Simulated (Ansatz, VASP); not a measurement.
## Two plane-wave programs on TiSi

```
Ti Si
1.0
     4.00432    0.00000    0.00000
     0.00000    1.90320    1.85385
     0.00000   -1.90320    1.85385
Ti Si
1 1
Cartesian
  0.0000 0.0000 0.1881
  2.0022 0.0000 2.0421
```

Alike in both runs: task single point; functional PBEsol; k mesh 18 × 24 × 24; occupations gaussian, width 0.15 eV; no spin polarisation.

|  | VASP | Ansatz |
| --- | --- | --- |
| version | VASP 6.6.1 | Ansatz 0.2.0 |
| potentials or method | VASP PAW PBE potentials, release 64 (Ti_sv, Si), cutoff 520 eV | scalar-relativistic, plane waves, PAW |
| valence electrons in the cell | 16 | 16 |

VASP gave:

| Item | Value |
| --- | --- |
| gap on the k mesh at the Fermi level (eV) | none |
| pressure (GPa) | -1.6 |
| traceless stress, the component that is largest in VASP (GPa) | -7.09 |

Q: Which values does Ansatz return?

A: gap on the k mesh at the Fermi level (eV): none; pressure (GPa): -1.6; traceless stress, the component that is largest in VASP (GPa): -7.16.

VASP's potentials were made for PBE, not for PBEsol. A gap of «none» marks a metal or a gap that the smearing closes. The functional is the same, so the differences come from potentials, cutoffs and numerics.
